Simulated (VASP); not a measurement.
# Bi (P2_1/m) in VASP: single point with PBE

Aim: the single point of Bi with PBE.

All numbers are computed with VASP 6.6.1; they aren't measurements. Logs are shortened: lines on timing, memory, paths and dates and some standing lists are left out, and cuts for length are marked.

**1. The cell of the first run**

The typed cell holds 4 atoms: a = 4.630 Å, b = 4.628 Å, c = 6.560 Å, α = 90.00°, β = 89.94°, γ = 90.00°.

This isn't the form of Bi at room conditions, which is rhombohedral.

**2. Single point, PBE**

File INCAR:

```
ALGO     = Fast           # electronic algorithm
EDIFF    = 1E-6           # SCF threshold, eV
ENCUT    = 520            # plane-wave cutoff, eV
GGA      = PE             # functional
ISIF     = 2              # what is computed and relaxed
ISMEAR   = 0              # smearing method
LASPH    = T              # aspherical terms in the spheres
LCHARG   = T              # write CHGCAR
LELF     = T              # ELF
LREAL    = F              # projectors in reciprocal space
LVHAR    = T            
LWAVE    = F              # write WAVECAR
NBANDS   = 38             # bands
NELM     = 80             # most SCF steps
PREC     = Accurate       # precision mode
SIGMA    = 0.1            # smearing width, eV
```

File KPOINTS:

```
k-points
0
Gamma
  10 10 8
```

File POSCAR:

```
Bi
1.0
    4.6283532112      0.0000000000      0.1246404729
    0.0000000000      4.6279414499      0.0000000000
   -0.1695073428      0.0000000000      6.5576206604
Bi
4
Direct
    0.7502574974      0.7500000000      0.7501617673
    0.2497425026      0.2500000000      0.2498382327
    0.7496145597      0.7500000000      0.2501658460
    0.2503854403      0.2500000000      0.7498341540
```

Potentials or basis: VASP PAW PBE potentials, release 64 (Bi_d).

Launch:

```
cat potpaw_PBE.64/Bi_d/POTCAR > POTCAR
mpirun -np 1 vasp_std > vasp.out
```

OUTCAR:

```text
EDIFF = 1E-6
   ENCUT = 520
   GGA = PE
   ISIF = 2
   ISMEAR = 0
   LASPH = T
   LREAL = F
   NELM = 80
   PREC = Accurate

 ion  position               nearest neighbor table
   1  0.750  0.750  0.750-   4 3.27   4 3.27   4 3.27   4 3.27   3 3.28   3 3.28
   2  0.250  0.250  0.250-   3 3.27   3 3.27   3 3.27   3 3.27   4 3.28   4 3.28
   3  0.750  0.750  0.250-   2 3.27   2 3.27   2 3.27   2 3.27   1 3.28   1 3.28
   4  0.250  0.250  0.750-   1 3.27   1 3.27   1 3.27   1 3.27   2 3.28   2 3.28

  LATTYP: Found a simple monoclinic cell.
 ALAT       =     4.6300311765
 B/A-ratio  =     0.9995486582
 C/A-ratio  =     1.4167963097
 COS(beta)  =    -0.0010801049

  Lattice vectors:

 A1 = (   4.6283532112,   0.0000000000,   0.1246404729)
 A2 = (   0.0000000000,  -4.6279414499,   0.0000000000)
 A3 = (   0.1695073428,   0.0000000000,  -6.5576206604)

Analysis of symmetry for initial positions (statically):
=====================================================================
 Subroutine PRICEL returns:
 Original cell was already a primitive cell.

 Routine SETGRP: Setting up the symmetry group for a
 simple monoclinic supercell.

 Subroutine GETGRP returns: Found  4 space group operations
 (whereof  2 operations were pure point group operations)
 out of a pool of  4 trial point group operations.

The static configuration has the point symmetry S_2 .
 The point group associated with its full space group is C_2h.

Analysis of symmetry for dynamics (positions and initial velocities):
=====================================================================
 Subroutine PRICEL returns:
 Original cell was already a primitive cell.

 Routine SETGRP: Setting up the symmetry group for a
 simple monoclinic supercell.

 Subroutine GETGRP returns: Found  4 space group operations
 (whereof  2 operations were pure point group operations)
 out of a pool of  4 trial point group operations.

The dynamic configuration has the point symmetry S_2 .
 The point group associated with its full space group is C_2h.

 Subroutine INISYM returns: Found  4 space group operations
 (whereof  2 operations are pure point group operations),
 and found     1 'primitive' translations

----------------------------------------------------------------------------------------

                                     Primitive cell

  volume of cell :     140.5604

  direct lattice vectors                    reciprocal lattice vectors
     4.628353211  0.000000000  0.124640473     0.215909273  0.000000000  0.005581019
     0.000000000  4.627941450  0.000000000     0.000000000  0.216078792  0.000000000
    -0.169507343  0.000000000  6.557620660    -0.004103780  0.000000000  0.152388256

  length of vectors
     4.630031176  4.627941450  6.559811085     0.215981393  0.216078792  0.152443503

  position of ions in fractional coordinates (direct lattice)
     0.750257497  0.750000000  0.750161767
     0.249742503  0.250000000  0.249838233
     0.749614560  0.750000000  0.250165846
     0.250385440  0.250000000  0.749834154

  ion indices of the primitive-cell ions
   primitive index   ion index
                 1           1
                 2           2
                 3           3
                 4           4

----------------------------------------------------------------------------------------

 KPOINTS: k-points

Automatic generation of k-mesh.
 Grid dimensions read from file:
 generate k-points for:   10   10    8

 Generating k-lattice:

  Cartesian coordinates                     Fractional coordinates (reciprocal lattice)
     0.021590927  0.000000000  0.000558102     0.100000000  0.000000000  0.000000000
     0.000000000  0.021607879  0.000000000     0.000000000  0.100000000  0.000000000
    -0.000512973  0.000000000  0.019048532     0.000000000  0.000000000  0.125000000

  Length of vectors
     0.021598139  0.021607879  0.019055438

  Shift w.r.t. Gamma in fractional coordinates (k-lattice)
     0.000000000  0.000000000  0.000000000

 Subroutine IBZKPT returns following result:
 ===========================================

 Found    252 irreducible k-points:

 Following reciprocal coordinates:
            Coordinates               Weight
  0.000000  0.000000  0.000000      1.000000
  0.100000  0.000000  0.000000      2.000000
  0.200000  0.000000  0.000000      2.000000
  0.300000  0.000000  0.000000      2.000000
  0.400000  0.000000  0.000000      2.000000
  0.500000  0.000000 -0.000000      1.000000
[... 16 lines left out ...]
  0.400000  0.300000  0.000000      4.000000
  0.500000  0.300000 -0.000000      2.000000
 [... further k-points ...]
   k-points           NKPTS =    252   k-points in BZ     NKDIM =    252   number of bands    NBANDS=     38
   number of dos      NEDOS =    301   number of ions     NIONS =      4
   total plane-waves  NPLWV =  64800
   dimension x,y,z NGX =    36 NGY =   36 NGZ =   50
   dimension x,y,z NGXF=    72 NGYF=   72 NGZF=  100
   ions per type =               4
   NGX,Y,Z   is equivalent  to a cutoff of  12.93, 12.93, 12.67 a.u.
   NGXF,Y,Z  is equivalent  to a cutoff of  25.85, 25.86, 25.34 a.u.
 SYSTEM =  unknown system
   PREC   = accura    normal or accurate (medium, high low for compatibility)
   ISTART =      0    job   : 0-new  1-cont  2-samecut
   ICHARG =      2    charge: 1-file 2-atom 10-const
   ISPIN  =      1    spin polarized calculation?
   LNONCOLLINEAR =      F non collinear calculations
   LSORBIT =      F    spin-orbit coupling
   LASPH  =      T    aspherical Exc in radial PAW
   ENCUT  =  520.0 eV  38.22 Ry    6.18 a.u.   8.61  8.60 12.20*2*pi/ulx,y,z
   NELM   =     80;   NELMIN=  2; NELMDL= -5     # of ELM steps
   EDIFF  = 0.1E-05   stopping-criterion for ELM
   LREAL  =      F    real-space projection
   EDIFFG = 0.1E-04   stopping-criterion for IOM
   NSW    =      0    number of steps for IOM
   IBRION =     -1    ionic relax: 0-MD 1-quasi-New 2-CG
   NFREE  =      0    steps in history (QN), initial steepest desc. (CG)
   ISIF   =      2    stress and relaxation
   ISYM   =      2    0-nonsym 1-usesym 2-fastsym
   POTIM  = 0.5000    time-step for ionic-motion
   TEBEG  =    0.0;   TEEND  =   0.0 temperature during run
   PSTRESS=    0.0 pullay stress
   NELECT =      60.0000    total number of electrons
   NUPDOWN=      -1.0000    fix difference up-down
   EMIN   =  10.00;   EMAX   =-10.00  energy-range for DOS
   EFERMI =   0.00;   METHOD = LEGACY
   ISMEAR =     0;   SIGMA  =   0.10  broadening in eV -4-tet -1-fermi 0-gaus
   EFERMI_NEDOS =   21; number of points for ismear=-14 and -15
   IALGO  =     68    algorithm
   IMIX   =      4    mixing-type and parameters
     AMIX     =   0.40;   BMIX     =  1.00
     AMIX_MAG =   1.60;   BMIX_MAG =  1.00
  volume/ion in A,a.u.               =      35.14       237.14
  Fermi-wavevector in a.u.,A,eV,Ry     =   1.232644  2.329359 20.672841  1.519411
  Thomas-Fermi vector in A             =   2.367406
   LORBIT       =      0    0 simple, 1 ext, 2 COOP (PROOUT), +10 PAW based schemes
   GGA     = PE    functional components
   LHFCALC =     F    Hartree Fock is set to
   AEXX    =    0.0000 exact exchange contribution
   IVDW    =     0    specifies the selected vdW correction
   LEPSILON=     F    determine dielectric tensor
   LRPA    =     F    only Hartree local field effects (RPA)
 non-spin polarized calculation
 RMM-DIIS sequential band-by-band and
 Gauss-broadening in eV      SIGMA  =   0.10
  energy-cutoff  :      520.00
  volume of cell :      140.56
 maximum number of plane-waves:      3807
   NGX = 17   NGY = 17   NGZ = 25

 number of electron      59.9999969 magnetization

 Free energy of the ion-electron system (eV)
  ---------------------------------------------------
  ext. energy  EPLUGINS =         0.00000000
  ---------------------------------------------------
  free energy    TOTEN  =       -15.37530551 eV

  energy without entropy =      -15.36435880  energy(sigma->0) =      -15.36983215

 E-fermi :   6.3043     XC(G=0):  -9.5806

 val. band max:        6.3033887144   @ k =  -0.3000   0.1000   0.3750
 cond. band min:       6.3057707286   @ k =   0.1000   0.3000   0.3750
 fundamental gap:      0.0023820142
 Fermi energy:         6.3043182241

 k-point     1 :       0.0000    0.0000    0.0000
  band No.  band energies     occupation
      1     -16.6014      2.00000
      2     -16.5978      2.00000
      3     -16.5891      2.00000
      4     -16.4770      2.00000
      5     -16.4651      2.00000
      6     -16.4631      2.00000
[... 30 lines left out ...]
     37      11.7033      0.00000
     38      11.7181      0.00000

 k-point     2 :       0.1000    0.0000    0.0000
  band No.  band energies     occupation
      1     -16.5942      2.00000
      2     -16.5919      2.00000
      3     -16.5798      2.00000
      4     -16.4722      2.00000
      5     -16.4658      2.00000
      6     -16.4612      2.00000
[... 30 lines left out ...]
     37      11.4245      0.00000
     38      11.7917      0.00000

 k-point     3 :       0.2000    0.0000    0.0000
  band No.  band energies     occupation
      1     -16.5839      2.00000
      2     -16.5643      2.00000
      3     -16.5525      2.00000
      4     -16.4749      2.00000
      5     -16.4584      2.00000
      6     -16.4557      2.00000
[... 30 lines left out ...]
     37      11.1711      0.00000
     38      11.9425      0.00000

 k-point     4 :       0.3000    0.0000    0.0000
  band No.  band energies     occupation
      1     -16.5682      2.00000
      2     -16.5207      2.00000
      3     -16.5096      2.00000
      4     -16.4890      2.00000
      5     -16.4469      2.00000
      6     -16.4451      2.00000
[... 30 lines left out ...]
     37      11.2772      0.00000
     38      12.2097      0.00000
[... 703 lines left out ...]
      4     -16.4710      2.00000
      5     -16.4413      2.00000
      6     -16.4344      2.00000
[... 30 lines left out ...]
     37      11.7337      0.00000
     38      12.3429      0.00000

 k-point    23 :       0.4000    0.3000    0.0000
  band No.  band energies     occupation
      1     -16.5840      2.00000
      2     -16.5495      2.00000
      3     -16.4752      2.00000
      4     -16.4704      2.00000
      5     -16.4548      2.00000
      6     -16.4109      2.00000
[... 30 lines left out ...]
     37      11.4448      0.00000
     38      12.2044      0.00000

 k-point    24 :       0.5000    0.3000   -0.0000
  band No.  band energies     occupation
      1     -16.5695      2.00000
      2     -16.5695      2.00000
      3     -16.4648      2.00000
      4     -16.4648      2.00000
      5     -16.4470      2.00000
      6     -16.4468      2.00000
[... 30 lines left out ...]
     37      11.5160      0.00000
     38      11.5174      0.00000

 [... further k-points ...]

------------------------ aborting loop because EDIFF is reached ----------------------------------------

  FORCE on cell =-STRESS in cart. coord.  units (eV):
  Direction    XX          YY          ZZ          XY          YZ          ZX
  --------------------------------------------------------------------------------------
  -------------------------------------------------------------------------------------
  Total       -0.0671451     -0.0618865     -0.0409844      0.0000000      0.0000000     -0.0089391
  in kB       -0.7653535     -0.7054136     -0.4671604      0.0000000      0.0000000     -0.1018919
  external PRESSURE =      -0.6459758 kB  Pullay stress =       0.0000000 kB

 VOLUME and BASIS-vectors are now :
 -----------------------------------------------------------------------------
  energy-cutoff  :      520.00
  volume of cell :      140.56
      direct lattice vectors                 reciprocal lattice vectors
     4.628353211  0.000000000  0.124640473     0.215909273  0.000000000  0.005581019
     0.000000000  4.627941450  0.000000000     0.000000000  0.216078792  0.000000000
    -0.169507343  0.000000000  6.557620660    -0.004103780  0.000000000  0.152388256

 POSITION                                       TOTAL-FORCE (eV/Angst)
 -----------------------------------------------------------------------------------
      3.34530      3.47096      5.01279         0.000581     -0.000000     -0.000204
      1.11355      1.15699      1.66947        -0.000581      0.000000      0.000204
      3.42708      3.47096      1.73393         0.000602     -0.000000     -0.000279
      1.03177      1.15699      4.94834        -0.000602     -0.000000      0.000279
 -----------------------------------------------------------------------------------
    total drift:                                0.000000      0.000000     -0.000000

  FREE ENERGIE OF THE ION-ELECTRON SYSTEM (eV)
  ---------------------------------------------------
  free  energy   TOTEN  =       -15.3753055052 eV

  energy  without entropy=      -15.3643588047  energy(sigma->0) =      -15.36983215
```

Wall time 25 min (1 thread of Oxide Virtual Turin-like, shared host); peak memory 0.88 GiB.

Results:

```yaml
Free_energy: -15.3753 eV
Pressure: -0.1 GPa
Band_gap_on_the_k_mesh: zero (bands 30 and 31 overlap by 0.34 eV)
```

Caveat: spin-orbit coupling is left out, which moves the levels of the heavy elements.
